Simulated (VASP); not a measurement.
# Ti (P6/mmm) in VASP: a series of runs

Runs on Ti. Level: PBE. Tasks: single point, relaxation of cell and atoms.

All numbers are computed with VASP 6.6.1; they aren't measurements. Logs are shortened: lines on timing, memory, paths and dates and some standing lists are left out, and cuts for length are marked.

## 1. The cell of the first run

Symmetry: P6/mmm, No. 191, hexagonal system. The conventional cell has a = 4.073 Å, b = 4.073 Å, c = 2.551 Å, α = 90.00°, β = 90.00°, γ = 120.00°. Ti (site symmetry 6/mmm) has 14 Ti at 2.55 to 2.68 Å within 3.4 Å. Ti (site symmetry -6m2) has 11 Ti at 2.35 to 2.68 Å within 3.1 Å.

This isn't the form of Ti at room conditions, which is hcp.

## 2. Single point, PBE

INCAR reads:

```
ALGO = Normal
EDIFF = 1E-6
ENCUT = 520
GGA = PE
ISIF = 2
ISMEAR = -1
LASPH = True
LCHARG = False
LREAL = False
LWAVE = False
NBANDS = 25
NELM = 100
PREC = Accurate
SIGMA = 0.1
```

KPOINTS reads:

```
k-points
0
Gamma
  9 9 12
```

POSCAR reads:

```
Ti
1.0
    4.0729702050      0.0000000000      0.0000000000
   -2.0364851025      3.5272956664      0.0000000000
    0.0000000000      0.0000000000      2.5509530478
Ti
3
Direct
    0.0000000000      0.0000000000      0.0000000000
    0.3333333333      0.6666666667      0.5000000000
    0.6666666667      0.3333333333      0.5000000000
```

Potentials or basis: VASP PAW PBE potentials, release 64 (Ti_sv).

Command:

```sh
> cat potpaw_PBE.64/Ti_sv/POTCAR > POTCAR
> mpirun -np 1 vasp_std > vasp.out
```

OUTCAR:

```text
EDIFF = 1E-6
   ENCUT = 520
   GGA = PE
   ISIF = 2
   ISMEAR = -1
   LASPH = True
   LREAL = False
   NELM = 100
   PREC = Accurate

 ion  position               nearest neighbor table
   1  0.000  0.000  0.000-   2 2.68   3 2.68   2 2.68   3 2.68   3 2.68   3 2.68   2 2.68   2 2.68
                             3 2.68   3 2.68   2 2.68   2 2.68
   2  0.333  0.667  0.500-   3 2.35   3 2.35   3 2.35   1 2.68   1 2.68   1 2.68   1 2.68   1 2.68
                             1 2.68
   3  0.667  0.333  0.500-   2 2.35   2 2.35   2 2.35   1 2.68   1 2.68   1 2.68   1 2.68   1 2.68
                             1 2.68

  LATTYP: Found a hexagonal cell.
 ALAT       =     4.0729702050
 C/A-ratio  =     0.6263127201

  Lattice vectors:

 A1 = (   4.0729702050,   0.0000000000,   0.0000000000)
 A2 = (  -2.0364851025,   3.5272956664,   0.0000000000)
 A3 = (   0.0000000000,   0.0000000000,   2.5509530478)

Analysis of symmetry for initial positions (statically):
=====================================================================
 Subroutine PRICEL returns:
 Original cell was already a primitive cell.

 Routine SETGRP: Setting up the symmetry group for a
 hexagonal supercell.

 Subroutine GETGRP returns: Found 24 space group operations
 (whereof 24 operations were pure point group operations)
 out of a pool of 24 trial point group operations.

The static configuration has the point symmetry D_6h.

Analysis of symmetry for dynamics (positions and initial velocities):
=====================================================================
 Subroutine PRICEL returns:
 Original cell was already a primitive cell.

 Routine SETGRP: Setting up the symmetry group for a
 hexagonal supercell.

 Subroutine GETGRP returns: Found 24 space group operations
 (whereof 24 operations were pure point group operations)
 out of a pool of 24 trial point group operations.

The dynamic configuration has the point symmetry D_6h.

 Subroutine INISYM returns: Found 24 space group operations
 (whereof 24 operations are pure point group operations),
 and found     1 'primitive' translations

----------------------------------------------------------------------------------------

                                     Primitive cell

  volume of cell :      36.6484

  direct lattice vectors                    reciprocal lattice vectors
     4.072970205  0.000000000  0.000000000     0.245521069  0.141751655  0.000000000
    -2.036485102  3.527295666  0.000000000     0.000000000  0.283503311  0.000000000
[... 85 lines left out ...]
   ENCUT  =  520.0 eV  38.22 Ry    6.18 a.u.   7.57  7.57  4.74*2*pi/ulx,y,z
   NELM   =    100;   NELMIN=  2; NELMDL= -5     # of ELM steps
   EDIFF  = 0.1E-05   stopping-criterion for ELM
   LREAL  =      F    real-space projection
   EDIFFG = 0.1E-04   stopping-criterion for IOM
   NSW    =      0    number of steps for IOM
   IBRION =     -1    ionic relax: 0-MD 1-quasi-New 2-CG
   NFREE  =      0    steps in history (QN), initial steepest desc. (CG)
   ISIF   =      2    stress and relaxation
   ISYM   =      2    0-nonsym 1-usesym 2-fastsym
   POTIM  = 0.5000    time-step for ionic-motion
   TEBEG  =    0.0;   TEEND  =   0.0 temperature during run
   PSTRESS=    0.0 pullay stress
   NELECT =      36.0000    total number of electrons
   NUPDOWN=      -1.0000    fix difference up-down
   EMIN   =  10.00;   EMAX   =-10.00  energy-range for DOS
   EFERMI =   0.00;   METHOD = LEGACY
   ISMEAR =    -1;   SIGMA  =   0.10  broadening in eV -4-tet -1-fermi 0-gaus
   EFERMI_NEDOS =   21; number of points for ismear=-14 and -15
   IALGO  =     38    algorithm
   IMIX   =      4    mixing-type and parameters
     AMIX     =   0.40;   BMIX     =  1.00
     AMIX_MAG =   1.60;   BMIX_MAG =  1.00
  volume/ion in A,a.u.               =      12.22        82.44
  Fermi-wavevector in a.u.,A,eV,Ry     =   1.627386  3.075313 36.033452  2.648384
  Thomas-Fermi vector in A             =   2.720189
   LORBIT       =      0    0 simple, 1 ext, 2 COOP (PROOUT), +10 PAW based schemes
   GGA     = PE    functional components
   LHFCALC =     F    Hartree Fock is set to
   AEXX    =    0.0000 exact exchange contribution
   IVDW    =     0    specifies the selected vdW correction
   LEPSILON=     F    determine dielectric tensor
   LRPA    =     F    only Hartree local field effects (RPA)
 non-spin polarized calculation
  energy-cutoff  :      520.00
  volume of cell :       36.65
 maximum number of plane-waves:      1008
   NGX = 15   NGY = 15   NGZ =  9

 number of electron      35.9999994 magnetization

 Free energy of the ion-electron system (eV)
  ---------------------------------------------------
  ext. energy  EPLUGINS =         0.00000000
  ---------------------------------------------------
  free energy    TOTEN  =       -21.16681982 eV

  energy without entropy =      -21.08896833  energy(sigma->0) =      -21.12789408

 E-fermi :  12.4481     XC(G=0): -13.2659

 val. band max:       12.4463011345   @ k =   0.3333   0.1111   0.0000
 cond. band min:      12.4566583177   @ k =   0.4444   0.0000   0.0000
 fundamental gap:      0.0103571832
 Fermi energy:        12.4481026139

 k-point     1 :       0.0000    0.0000    0.0000
  band No.  band energies     occupation
      1     -43.9821      2.00000
      2     -43.5154      2.00000
      3     -43.1752      2.00000
      4     -20.5803      2.00000
      5     -20.5803      2.00000
      6     -20.3482      2.00000
[... 661 lines left out ...]
     24      15.1539      0.00000
     25      16.6026      0.00000

 [... further k-points ...]

------------------------ aborting loop because EDIFF is reached ----------------------------------------

  FORCE on cell =-STRESS in cart. coord.  units (eV):
  Direction    XX          YY          ZZ          XY          YZ          ZX
  --------------------------------------------------------------------------------------
  -------------------------------------------------------------------------------------
  Total       15.3617040     15.3617040     15.2993120     -0.0000000      0.0000000     -0.0000000
  in kB      671.5748309    671.5748310    668.8472109     -0.0000000      0.0000000     -0.0000000
  external PRESSURE =     670.6656243 kB  Pullay stress =       0.0000000 kB

 VOLUME and BASIS-vectors are now :
 -----------------------------------------------------------------------------
  energy-cutoff  :      520.00
  volume of cell :       36.65
      direct lattice vectors                 reciprocal lattice vectors
     4.072970205  0.000000000  0.000000000     0.245521069  0.141751655  0.000000000
    -2.036485102  3.527295666  0.000000000     0.000000000  0.283503311  0.000000000
     0.000000000  0.000000000  2.550953048     0.000000000  0.000000000  0.392010351

 POSITION                                       TOTAL-FORCE (eV/Angst)
 -----------------------------------------------------------------------------------
      0.00000      0.00000      0.00000         0.000000      0.000000      0.000000
     -0.00000      2.35153      1.27548         0.000000     -0.000000      0.000000
      2.03649      1.17577      1.27548        -0.000000      0.000000     -0.000000
 -----------------------------------------------------------------------------------
    total drift:                               -0.000000      0.000000      0.000000

  FREE ENERGIE OF THE ION-ELECTRON SYSTEM (eV)
  ---------------------------------------------------
  free  energy   TOTEN  =       -21.1668198235 eV

  energy  without entropy=      -21.0889683266  energy(sigma->0) =      -21.12789408
```

OSZICAR:

```text
N       E                     dE             d eps       ncg     rms          rms(c)
DAV:   1     0.438805038810E+03    0.43881E+03   -0.18394E+04  4208   0.192E+03
DAV:   2     0.268347370065E+02   -0.41197E+03   -0.40398E+03  4225   0.531E+02
DAV:   3    -0.194274597341E+02   -0.46262E+02   -0.44725E+02  7421   0.153E+02
DAV:   4    -0.223813173588E+02   -0.29539E+01   -0.29362E+01  5480   0.385E+01
DAV:   5    -0.225013899583E+02   -0.12007E+00   -0.12002E+00  6413   0.674E+00    0.228E+01
DAV:   6    -0.210269898232E+02    0.14744E+01   -0.53007E+00  5488   0.266E+01    0.864E+00
DAV:   7    -0.213340308730E+02   -0.30704E+00   -0.34995E+00  6278   0.224E+01    0.527E+00
DAV:   8    -0.210941975488E+02    0.23983E+00   -0.16596E+00  6206   0.140E+01    0.278E+00
DAV:   9    -0.211720303401E+02   -0.77833E-01   -0.44373E-01  4936   0.654E+00    0.959E-01
DAV:  10    -0.211660676650E+02    0.59627E-02   -0.65772E-02  5151   0.291E+00    0.189E-01
DAV:  11    -0.211669592059E+02   -0.89154E-03   -0.72428E-03  5405   0.646E-01    0.109E-01
DAV:  12    -0.211668388521E+02    0.12035E-03   -0.40798E-04  6177   0.178E-01    0.408E-02
DAV:  13    -0.211668206296E+02    0.18222E-04   -0.33518E-05  5816   0.529E-02    0.656E-03
DAV:  14    -0.211668194724E+02    0.11572E-05   -0.57719E-06  5117   0.289E-02    0.559E-03
DAV:  15    -0.211668198235E+02   -0.35108E-06   -0.30728E-07  2428   0.590E-03
   1 F= -.21166820E+02 E0= -.21127894E+02  d E =-.778515E-01
```

Wall time 39 s (1 thread of Intel Xeon 6975P-C (Granite Rapids), shared host); peak memory 0.18 GiB.

Results:

| Property | Result |
| --- | --- |
| Free energy | -21.1668 eV |
| Pressure | 67.1 GPa |
| Band gap on the k mesh | zero (bands 18 and 19 overlap by 0.69 eV) |

Caveat: the cell stands under pressure.

[end of part 1 of 2]

The gap in the log of VASP goes by the Fermi energy; the results here count the filled bands.